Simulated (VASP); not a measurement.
# AlClF2 (P6/mmm) in VASP: further runs, part 3 of 3

VASP 6.6.1.

### 4 Relaxation of cell and atoms, PBE

This run uses another cell than the first one, of 21.57 Å³/atom.

File INCAR:

```
PREC     = Accurate       # precision mode
ENCUT    = 600            # plane-wave cutoff, eV
EDIFF    = 1E-6           # SCF threshold, eV
ISMEAR   = 0              # smearing method
SIGMA    = 0.1            # smearing width, eV
LREAL    = False          # projectors in reciprocal space
LASPH    = True           # aspherical terms in the spheres
NELM     = 80             # most SCF steps
ALGO     = Normal         # electronic algorithm
ISIF     = 3              # what is computed and relaxed
LWAVE    = False          # write WAVECAR
LCHARG   = False          # write CHGCAR
GGA      = PE             # functional
IBRION   = 2              # ionic algorithm
NSW      = 100            # ionic steps
EDIFFG   = -0.01          # ionic threshold
```

File KPOINTS:

```
regular mesh
0
Gamma
  18 18 6
```

File POSCAR:

```
AlClF2
1.0
    3.0631015199      0.0000000000      0.0000000000
   -1.5315507600      2.6527237306      0.0000000000
    0.0000000000      0.0000000000     10.6192512590
Al Cl F
1 1 2
Direct
    0.0000000000      0.0000000000      0.5000000000
    0.0000000000      0.0000000000      0.0000000000
    0.0000000000      0.0000000000      0.3448264200
    0.0000000000      0.0000000000      0.6551735800
```

Potentials or basis: VASP PAW PBE potentials, release 64 (Al, Cl, F).

Launch:

```console
$ cat potpaw_PBE.64/Al/POTCAR potpaw_PBE.64/Cl/POTCAR potpaw_PBE.64/F/POTCAR > POTCAR
$ mpirun -np 1 vasp_std > vasp.out
```

OUTCAR:

```text
PREC = Accurate
   ENCUT = 600
   EDIFF = 1E-6
   ISMEAR = 0
   LREAL = False
   LASPH = True
   NELM = 80
   ISIF = 3
   GGA = PE
   IBRION = 2
   NSW = 100
   EDIFFG = -0.01

 ion  position               nearest neighbor table
   1  0.000  0.000  0.500-   3 1.65   4 1.65
   2  0.000  0.000  0.000-
   3  0.000  0.000  0.345-   1 1.65
   4  0.000  0.000  0.655-   1 1.65

  LATTYP: Found a hexagonal cell.
 ALAT       =     3.0631015199
 C/A-ratio  =     3.4668296790

  Lattice vectors:

 A1 = (   3.0631015199,   0.0000000000,   0.0000000000)
 A2 = (  -1.5315507600,   2.6527237306,   0.0000000000)
 A3 = (   0.0000000000,   0.0000000000,  10.6192512590)

Analysis of symmetry for initial positions (statically):
=====================================================================
 Subroutine PRICEL returns:
 Original cell was already a primitive cell.

 Routine SETGRP: Setting up the symmetry group for a
 hexagonal supercell.

 Subroutine GETGRP returns: Found 24 space group operations
 (whereof 24 operations were pure point group operations)
 out of a pool of 24 trial point group operations.

The static configuration has the point symmetry D_6h.

Analysis of symmetry for dynamics (positions and initial velocities):
=====================================================================
 Subroutine PRICEL returns:
 Original cell was already a primitive cell.

 Routine SETGRP: Setting up the symmetry group for a
 hexagonal supercell.

 Subroutine GETGRP returns: Found 24 space group operations
 (whereof 24 operations were pure point group operations)
 out of a pool of 24 trial point group operations.

The dynamic configuration has the point symmetry D_6h.

 Subroutine INISYM returns: Found 24 space group operations
 (whereof 24 operations are pure point group operations),
 and found     1 'primitive' translations
[... 121 lines left out ...]
  Fermi-wavevector in a.u.,A,eV,Ry     =   1.068635  2.019428 15.537597  1.141981
  Thomas-Fermi vector in A             =   2.204290
   LORBIT       =      0    0 simple, 1 ext, 2 COOP (PROOUT), +10 PAW based schemes
   GGA     = PE    functional components
   LHFCALC =     F    Hartree Fock is set to
   AEXX    =    0.0000 exact exchange contribution
   IVDW    =     0    specifies the selected vdW correction
   LEPSILON=     F    determine dielectric tensor
   LRPA    =     F    only Hartree local field effects (RPA)
 conjugate gradient relaxation of ions
 non-spin polarized calculation
 Gauss-broadening in eV      SIGMA  =   0.10
  energy-cutoff  :      600.00
  volume of cell :       86.29
 maximum number of plane-waves:      2922
   NGX = 13   NGY = 13   NGZ = 43

--------------------------------------- Ionic step        1  -------------------------------------------

 number of electron      23.9999995 magnetization

 Free energy of the ion-electron system (eV)
  ---------------------------------------------------
  ext. energy  EPLUGINS =         0.00000000
  ---------------------------------------------------
  free energy    TOTEN  =       -14.57312579 eV

  energy without entropy =      -14.56099522  energy(sigma->0) =      -14.56706051

------------------------ aborting loop because EDIFF is reached ----------------------------------------

  FORCE on cell =-STRESS in cart. coord.  units (eV):
  Direction    XX          YY          ZZ          XY          YZ          ZX
  --------------------------------------------------------------------------------------
  -------------------------------------------------------------------------------------
  Total       -0.1280087     -0.1280087      0.4863068      0.0000000      0.0000000      0.0000000
  in kB       -2.3768548     -2.3768548      9.0297068      0.0000000      0.0000000      0.0000000
  external PRESSURE =       1.4253324 kB  Pullay stress =       0.0000000 kB
[... 177 lines left out ...]
--------------------------------------- Ionic step        6  -------------------------------------------

 number of electron      23.9999999 magnetization

 Free energy of the ion-electron system (eV)
  ---------------------------------------------------
  ext. energy  EPLUGINS =         0.00000000
  ---------------------------------------------------
  free energy    TOTEN  =       -14.57458276 eV

  energy without entropy =      -14.56240188  energy(sigma->0) =      -14.56849232

 E-fermi :  -1.1871     XC(G=0):  -7.6504

 val. band max:       -1.1916312690   @ k =   0.5000   0.0000   0.3333
 cond. band min:      -1.1654956341   @ k =   0.4444   0.0000   0.1667
 fundamental gap:      0.0261356349
 Fermi energy:        -1.1870872986

 k-point     1 :       0.0000    0.0000    0.0000
  band No.  band energies     occupation
      1     -24.1468      2.00000
      2     -23.9626      2.00000
      3     -15.4134      2.00000
      4      -8.0924      2.00000
      5      -5.9766      2.00000
      6      -4.1824      2.00000
[... 433 lines left out ...]
      3     -14.1320      2.00000
      4      -6.5930      2.00000
      5      -6.0912      2.00000
      6      -5.6514      2.00000
[... 8 lines left out ...]
     15       6.4579      0.00000
     16       8.8191      0.00000

 [... further k-points ...]
[... 5 lines left out ...]
  --------------------------------------------------------------------------------------
  -------------------------------------------------------------------------------------
  Total       -0.0229680     -0.0229680     -0.0079865      0.0000000      0.0000000      0.0000000
  in kB       -0.4294623     -0.4294623     -0.1493336      0.0000000      0.0000000      0.0000000
  external PRESSURE =      -0.3360861 kB  Pullay stress =       0.0000000 kB
[... 19 lines left out ...]
  FREE ENERGIE OF THE ION-ELECTRON SYSTEM (eV)
  ---------------------------------------------------
  free  energy   TOTEN  =       -14.5745827556 eV

  energy  without entropy=      -14.5624018827  energy(sigma->0) =      -14.56849232

 reached required accuracy - stopping structural energy minimisation
```

CONTCAR:

```text
AlClF2
   1.00000000000000
     3.0501052602302643    0.0000000000002446    0.0000000000000000
    -1.5250526301647085    2.6414686395717597   -0.0000000000000000
     0.0000000000000000   -0.0000000000000000   10.6352581758857205
  Al              Cl              F
     1     1     2
Direct
     0.0000000000000000    0.0000000000000000    0.5000000000000000
     0.0000000000000000    0.0000000000000000    1.0000000000000000
     0.0000000000000000    0.0000000000000000    0.3445458026387346
     1.0000000000000000    1.0000000000000000    0.6554541973612655

  0.00000000E+00  0.00000000E+00  0.00000000E+00
  0.00000000E+00  0.00000000E+00  0.00000000E+00
  0.00000000E+00  0.00000000E+00  0.00000000E+00
  0.00000000E+00  0.00000000E+00  0.00000000E+00
```

Run time: 17 min. Hardware: 1 thread of Intel Xeon 8259CL, shared host; peak memory 0.4 GiB.

What came out:

```
Free energy                           : -14.5746 eV
Relaxed volume                        : 21.42 Å³/atom
Relaxed cell                          : a = 3.050 Å, b = 3.050 Å, c = 10.635 Å, α = 90.00°, β = 90.00°, γ = 120.00°
Space group after relaxing (to 0.1 Å) : P6/mmm (No. 191)
Energy gained by relaxing             : 0.4 meV/atom
Ionic steps                           : 6
Pressure after relaxing               : 0.0 GPa
Largest force after relaxing          : 0.005 eV/Å
Band gap on the k mesh                : zero (bands 12 and 13 overlap by 1.31 eV)
```

Forces on the atoms (eV/Å):
```
Al   0.000  0.000  0.000
Cl   0.000  0.000  0.000
F    0.000  0.000 -0.005
F    0.000  0.000  0.005
```

The path:
| step | energy change (eV) | largest force (eV/Å) | pressure (GPa) | volume (Å³) |
| --- | --- | --- | --- | --- |
| 1 | 0.0000 | 0.1553 | 0.14 | 86.29 |
| 2 | 0.0028 | 0.3219 | -0.81 | 86.53 |
| 3 | -0.0009 | 0.0068 | -0.18 | 86.37 |
| 4 | -0.0012 | 0.0024 | -0.10 | 86.12 |
| 5 | -0.0013 | 0.0002 | -0.08 | 85.98 |
| 6 | -0.0015 | 0.0050 | -0.03 | 85.69 |

Final structure:
```
Al Cl F
1.0
     3.05011    0.00000    0.00000
    -1.52505    2.64147    0.00000
     0.00000    0.00000   10.63526
Al Cl F
1 1 2
Direct
  0.00000 0.00000 0.50000
  0.00000 0.00000 0.00000
  0.00000 0.00000 0.34455
  0.00000 0.00000 0.65545
```

Caveat: this functional lacks dispersion, which binds layers or chains, so the pressure and a relaxed spacing across them are unreliable.

### 5 The runs side by side

| task | cell | k mesh | cutoff (eV) | gap on the mesh (eV) | pressure (GPa) | relaxed volume (Å³/atom) | largest force (eV/Å) |
| --- | --- | --- | --- | --- | --- | --- | --- |
| relaxation of cell and atoms | relaxed from a = 3.732, b = 3.732, c = 6.883 Å, angles 90.0, 90.0, 120.0°, 4 atoms, atomic positions A | 6 × 6 × 4 | 600 | none | 0.0 | 18.47 | - |
| single point | a = 3.063, b = 3.063, c = 10.995 Å, angles 90.0, 90.0, 120.0°, 4 atoms, atomic positions B | 18 × 18 × 6 | 520 | none | 0.2 | - | 0.19 |
| relaxation of cell and atoms | relaxed from a = 3.063, b = 3.063, c = 10.619 Å, angles 90.0, 90.0, 120.0°, 4 atoms, atomic positions C | 18 × 18 × 6 | 600 | none | 0.0 | 21.42 | 0.01 |

Alike in all rows: level PBE; potentials or basis VASP PAW PBE potentials, release 64 (Al, Cl, F); no spin polarisation; smearing gaussian 0.1 eV.

Caveats: this functional lacks dispersion, which binds layers or chains, so the pressure and a relaxed spacing across them are unreliable; a cell axis changed by over 15 % at a fixed basis, so the end point is rough (at least some runs).

Absolute energies hang on the potentials; compare differences alone.

The gap in the log of VASP goes by the Fermi energy; the results here count the filled bands.